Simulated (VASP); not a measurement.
# Mg6O5 (a cell with a defect) in VASP: a series of runs, part 2 of 2

VASP 6.6.1. The steps go on from the part before.

## Step 3: Single point, PBEsol

File INCAR:

```
PREC     = Accurate       # precision mode
ENCUT    = 520            # plane-wave cutoff, eV
EDIFF    = 1E-7           # SCF threshold, eV
ISMEAR   = 0              # smearing method
SIGMA    = 0.05           # smearing width, eV
LREAL    = F              # projectors in reciprocal space
LASPH    = T              # aspherical terms in the spheres
NELM     = 80             # most SCF steps
ALGO     = Normal         # electronic algorithm
ISIF     = 2              # what is computed and relaxed
LWAVE    = F              # write WAVECAR
LCHARG   = T              # write CHGCAR
GGA      = PS             # functional
LELF     = T              # ELF
LVHAR    = T            
NBANDS   = 32             # bands
```

File KPOINTS:

```
Automatic mesh
0
Gamma
  4 4 4
```

File POSCAR:

```
Mg6O5
1.0
    5.5908553621      0.0000000000      0.0000000000
    0.0000000000      5.5908553621      0.0000000000
    0.0000000000      0.0000000000      5.5908553621
Mg O
6 5
Direct
    0.2500000000      0.0000000000      0.5000000000
    0.0000000000      0.5000000000      0.2500000000
    0.5000000000      0.7500000000      0.0000000000
    0.7500000000      0.0000000000      0.5000000000
    0.0000000000      0.5000000000      0.7500000000
    0.5000000000      0.2500000000      0.0000000000
    0.5000000000      0.0000000000      0.2500000000
    0.0000000000      0.7500000000      0.5000000000
    1.0000000000      0.4060966586      0.0000000000
    0.5000000000      0.0000000000      0.7500000000
    0.0000000000      0.2500000000      0.5000000000
```

Potentials or basis: VASP PAW PBE potentials, release 64 (Mg, O).

The run is started by

```console
> cat potpaw_PBE.64/Mg/POTCAR potpaw_PBE.64/O/POTCAR > POTCAR
> mpirun -np 1 vasp_std > vasp.out
```

OUTCAR:

```text
PREC = Accurate
   ENCUT = 520
   EDIFF = 1E-7
   ISMEAR = 0
   LREAL = F
   LASPH = T
   NELM = 80
   ISIF = 2
   GGA = PS

 ion  position               nearest neighbor table
   1  0.250  0.000  0.500-   7 1.98   8 1.98  10 1.98  11 1.98   4 2.80   4 2.80   2 3.42   5 3.42
                             6 3.42   3 3.42   6 3.42   2 3.42   5 3.42   3 3.42
   2  0.000  0.500  0.250-   9 1.49   8 1.98  11 1.98   5 2.80   5 2.80   3 3.42   4 3.42   1 3.42
                             6 3.42   1 3.42   4 3.42   3 3.42   6 3.42
   3  0.500  0.750  0.000-   7 1.98  10 1.98   6 2.80   6 2.80   1 3.42   2 3.42   4 3.42   1 3.42
[... 1074 lines left out ...]
 VOLUME and BASIS-vectors are now :
 -----------------------------------------------------------------------------
  energy-cutoff  :      520.00
  volume of cell :      174.76
      direct lattice vectors                 reciprocal lattice vectors
     5.590855362  0.000000000  0.000000000     0.178863508  0.000000000  0.000000000
     0.000000000  5.590855362  0.000000000     0.000000000  0.178863508  0.000000000
     0.000000000  0.000000000  5.590855362     0.000000000  0.000000000  0.178863508

 POSITION                                       TOTAL-FORCE (eV/Angst)
 -----------------------------------------------------------------------------------
      1.39771      0.00000      2.79543        -0.194451      0.271115     -0.000000
      0.00000      2.79543      1.39771         0.000000      4.462460     14.674330
      2.79543      4.19314      0.00000         0.000000      0.845229     -0.000000
      4.19314      0.00000      2.79543         0.194451      0.271115     -0.000000
      0.00000      2.79543      4.19314         0.000000      4.462460    -14.674330
      2.79543      1.39771      0.00000         0.000000     -0.476482     -0.000000
      2.79543      0.00000      1.39771         0.000000     -0.009149     -0.199005
      0.00000      4.19314      2.79543         0.000000      0.056592     -0.000000
      0.00000      2.27043      0.00000         0.000000     -9.839171     -0.000000
      2.79543      0.00000      4.19314         0.000000     -0.009149      0.199005
      0.00000      1.39771      2.79543         0.000000     -0.035017     -0.000000
 -----------------------------------------------------------------------------------
    total drift:                                0.000000     -0.000162      0.000001

  FREE ENERGIE OF THE ION-ELECTRON SYSTEM (eV)
  ---------------------------------------------------
  free  energy   TOTEN  =       -55.0760454192 eV

  energy  without entropy=      -55.0760453259  energy(sigma->0) =      -55.07604537
```

OSZICAR:

```text
N       E                     dE             d eps       ncg     rms          rms(c)
DAV:   1     0.245534884523E+03    0.24553E+03   -0.18658E+04  1728   0.111E+03
DAV:   2    -0.422075181463E+02   -0.28774E+03   -0.27668E+03  2224   0.244E+02
DAV:   3    -0.704976855588E+02   -0.28290E+02   -0.28152E+02  2136   0.837E+01
DAV:   4    -0.707906929408E+02   -0.29301E+00   -0.29291E+00  2008   0.969E+00
DAV:   5    -0.707936377286E+02   -0.29448E-02   -0.29446E-02  2136   0.944E-01    0.208E+01
DAV:   6    -0.557868740941E+02    0.15007E+02   -0.58929E+01  1944   0.382E+01    0.705E+00
DAV:   7    -0.553602481013E+02    0.42663E+00   -0.16776E+00  1912   0.677E+00    0.387E+00
DAV:   8    -0.550725060668E+02    0.28774E+00   -0.46752E-01  2096   0.477E+00    0.529E-01
DAV:   9    -0.550729149627E+02   -0.40890E-03   -0.34227E-02  2080   0.884E-01    0.300E-01
DAV:  10    -0.550759219410E+02   -0.30070E-02   -0.60393E-03  1920   0.442E-01    0.103E-01
DAV:  11    -0.550759079812E+02    0.13960E-04   -0.77053E-04  2104   0.180E-01    0.583E-02
DAV:  12    -0.550759576972E+02   -0.49716E-04   -0.44336E-04  1952   0.126E-01    0.224E-02
DAV:  13    -0.550760351910E+02   -0.77494E-04   -0.13333E-04  1880   0.702E-02    0.187E-02
DAV:  14    -0.550760439144E+02   -0.87235E-05   -0.38257E-05  1912   0.394E-02    0.493E-03
DAV:  15    -0.550760457270E+02   -0.18126E-05   -0.13113E-05  2104   0.212E-02    0.638E-03
DAV:  16    -0.550760454019E+02    0.32515E-06   -0.19998E-06  1936   0.103E-02    0.257E-03
DAV:  17    -0.550760454165E+02   -0.14609E-07   -0.10085E-06  2088   0.548E-03    0.660E-04
DAV:  18    -0.550760454192E+02   -0.27517E-08   -0.58691E-08  1200   0.152E-03
   1 F= -.55076045E+02 E0= -.55076045E+02  d E =-.933358E-07
```

It took 2.5 min on 1 thread of Intel Xeon Platinum 8488C (Sapphire Rapids), shared host; peak memory 0.31 GiB.

Results:

```
Free energy            : -55.0760 eV
Pressure               : 14.7 GPa
Largest force          : 15.338 eV/Å
Band gap on the k mesh : 0.30 eV
```

Forces in eV/Å, atoms in the order of the input:
```
Mg   -0.194   0.271   0.000
Mg    0.000   4.462  14.674
Mg    0.000   0.845   0.000
Mg    0.194   0.271   0.000
Mg    0.000   4.462 -14.674
Mg    0.000  -0.476   0.000
O     0.000  -0.009  -0.199
O     0.000   0.057   0.000
O     0.000  -9.839   0.000
O     0.000  -0.009   0.199
O     0.000  -0.035   0.000
```

Caveat: the cell differs from its parent crystal (atoms taken out, atom 9 moved 0.500 of the way to it and -0.525 Å across, host rigid); the PAW data sets were made with another functional, which shifts forces and pressure a little.

## Step 4: Single point, PBEsol

File INCAR:

```
SYSTEM = Mg6O5
PREC     = Accurate       ! precision mode
ENCUT    = 520            ! plane-wave cutoff, eV
EDIFF    = 1E-6           ! SCF threshold, eV
ISMEAR   = 0              ! smearing method
SIGMA    = 0.05           ! smearing width, eV
LREAL    = .FALSE.        ! projectors in reciprocal space
LASPH    = .TRUE.         ! aspherical terms in the spheres
NELM     = 100            ! most SCF steps
ALGO     = Normal         ! electronic algorithm
ISIF     = 2              ! what is computed and relaxed
LWAVE    = .FALSE.        ! write WAVECAR
LCHARG   = .TRUE.         ! write CHGCAR
GGA      = PS             ! functional
LELF     = .TRUE.         ! ELF
LVHAR    = .TRUE.       
NBANDS   = 32             ! bands
```

File KPOINTS:

```
regular mesh
0
G
  4 4 4
  0 0 0
```

POSCAR: that of step 3 with these lines changed.

```diff
@@ -16,3 +16,3 @@
     0.0000000000      0.7500000000      0.5000000000
-    1.0000000000      0.4060966586      0.0000000000
+    1.0000000000      0.4686988862      0.0000000000
     0.5000000000      0.0000000000      0.7500000000
```

The run is started by

```console
> cat potpaw_PBE.64/Mg/POTCAR potpaw_PBE.64/O/POTCAR > POTCAR
> mpirun -np 1 vasp_std > vasp.out
```

Run time: 2.4 min. Hardware: 1 thread of Intel Xeon Platinum 8488C (Sapphire Rapids), shared host; peak memory 0.31 GiB.

It converged, with:

```
Free energy            : -51.9814 eV
Pressure               : 21.9 GPa
Largest force          : 24.331 eV/Å
Band gap on the k mesh : 0.13 eV
```

Forces on the atoms (eV/Å):
```
Mg   -0.159   0.094   0.000
Mg    0.000   2.721  24.178
Mg    0.000   0.565   0.000
Mg    0.159   0.094   0.000
Mg    0.000   2.721 -24.178
Mg    0.000  -0.413   0.000
O     0.000   0.009  -0.232
O     0.000   0.181   0.000
O     0.000  -5.809   0.000
O     0.000   0.009   0.232
O     0.000  -0.172   0.000
```

Stress tensor (GPa, compression positive):
```
-0.05  0.00  0.00
 0.00  3.01  0.00
 0.00  0.00 62.70
```

Levels at points of the mesh, in eV from the valence-band top:
```tsv
k point	band 19	band 20	band 21	band 22	band 23	band 24
(0.00, 0.00, 0.00)	-3.04	-2.76	-2.52	1.82	2.39	3.32
(0.50, 0.00, 0.00)	-3.01	-2.76	-0.83	0.66	1.88	4.03
(0.00, 0.50, 0.00)	-3.09	-2.91	-1.24	1.02	3.07	3.21
(0.00, 0.00, 0.50)	-3.35	-2.77	-1.62	0.13	2.56	3.30
(0.50, 0.50, 0.00)	-3.09	-2.92	-0.15	0.81	1.95	2.68
(0.00, 0.50, 0.50)	-3.40	-3.27	-0.94	1.15	2.08	2.73
(0.50, 0.00, 0.50)	-3.37	-2.77	-0.62	0.92	1.56	2.87
(0.50, 0.50, 0.50)	-3.54	-3.29	0.00	1.59	1.74	2.14
```

Caveat: the cell differs from its parent crystal (atoms taken out, atom 9 moved 0.500 of the way to it and -0.175 Å across, host rigid); atoms lie so close that the PAW spheres overlap strongly, which falsifies energies and pressures; the PAW data sets were made with another functional, which shifts forces and pressure a little.

## Step 5: Summary

| cell | gap on the mesh (eV) | pressure (GPa) | largest force (eV/Å) |
| --- | --- | --- | --- |
| as given, atomic positions A | 0.20 | 18.9 | 20.45 |
| as given, atomic positions B | 0.30 | 14.7 | 15.34 |
| as given, atomic positions C | 0.13 | 21.9 | 24.33 |

Alike in all rows: task single point; level PBEsol; potentials or basis VASP PAW PBE potentials, release 64 (Mg, O); no spin polarisation; k mesh 4 × 4 × 4; cutoff (eV) 520; smearing gaussian 0.05 eV.

Caveats: the PAW data sets were made with another functional, which shifts forces and pressure a little; atoms lie so close that the PAW spheres overlap strongly, which falsifies energies and pressures (at least some runs).

Total energies depend on the potentials used, so only differences within one code and one set of settings carry meaning.
